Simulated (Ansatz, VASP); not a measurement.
## One calculation of Bi, two programs

```
CELL_PARAMETERS angstrom
4.50854 0.00000 0.00000
-2.25427 3.90451 0.00000
0.00000 0.00000 11.74961
ATOMIC_POSITIONS crystal
Bi 0.33333 0.66667 0.25000
Bi 0.66667 0.33333 0.75000
```

Change from the starting cell: volume scaled by 0.98, PAW files.

Alike in both runs: task electric field gradients; functional PBE; k mesh 9 × 9 × 3; occupations fermi-dirac, width 0.03 eV; no spin polarisation.

```csv
,VASP,Ansatz
version,VASP 6.6.1,Ansatz 0.2.0
potentials or method,"VASP PAW PBE potentials, release 64 (Bi_d)","PAW with Ansatz's default frozen-core files, scalar-relativistic"
plane-wave cutoff (eV),520,420
valence electrons in the cell,30,30
```

```tsv
	VASP	Ansatz	Ansatz less VASP
pressure (GPa)	-3.4	-3.4	+0.02
traceless stress, the component that is largest in VASP (GPa)	3.04	3.03	-0.001
size of Vzz on the site where it differs most (V/Å²)	131.1	125.4	-5.66
```

Neither program's run includes spin-orbit coupling.
